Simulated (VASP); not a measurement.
Here is a VASP 6.6.1 calculation.

File INCAR:

```
PREC = Accurate ; ENCUT = 520
EDIFF = 1E-6 ; ISMEAR = 0
SIGMA = 0.1 ; LREAL = False
LASPH = True ; NELM = 80
ALGO = Normal ; ISIF = 2
LWAVE = False ; LCHARG = True
GGA = PE ; LELF = True
LVHAR = True ; NBANDS = 57
```

File KPOINTS:

```
regular mesh
0
Gamma
  6 6 6
```

POSCAR

```
Bi6O
1.0
    3.1224491947      1.8027468831      5.7338728547
   -3.1224491947      1.8027468831      5.7338728547
    0.0000000000     -3.6054937662      5.7338728547
Bi O
6 1
Direct
    0.7278666364      0.0797296243      0.4451275390
    0.0797296243      0.4451275390      0.7278666364
    0.4451275390      0.7278666364      0.0797296243
    0.5548724610      0.2721333636      0.9202703757
    0.9202703757      0.5548724610      0.2721333636
    0.2721333636      0.9202703757      0.5548724610
    0.0000000000      0.0000000000      0.0000000000
```

Potentials or basis: VASP PAW PBE potentials, release 64 (Bi_d, O).

Launch:

```bash
$ cat potpaw_PBE.64/Bi_d/POTCAR potpaw_PBE.64/O/POTCAR > POTCAR
$ mpirun -np 1 vasp_std > vasp.out
```

Q: What does it give for the band gap on the k mesh?

A: Zero (band 48 reaches 8.24 eV, above the bottom of band 49 at 7.54 eV).

Q: What does it give for the pressure?

A: -0.1 GPa.

Q: Estimate the largest force.

A: 0.004 eV/Å.

Forces in eV/Å, atoms in the order of the input:
```
Bi  -0.001 -0.003  0.002
Bi  -0.002  0.003  0.002
Bi   0.003  0.001  0.002
Bi  -0.003 -0.001 -0.002
Bi   0.002 -0.003 -0.002
Bi   0.001  0.003 -0.002
O    0.000  0.000  0.000
```

Caveat: spin-orbit coupling is left out, which moves the levels of the heavy elements.
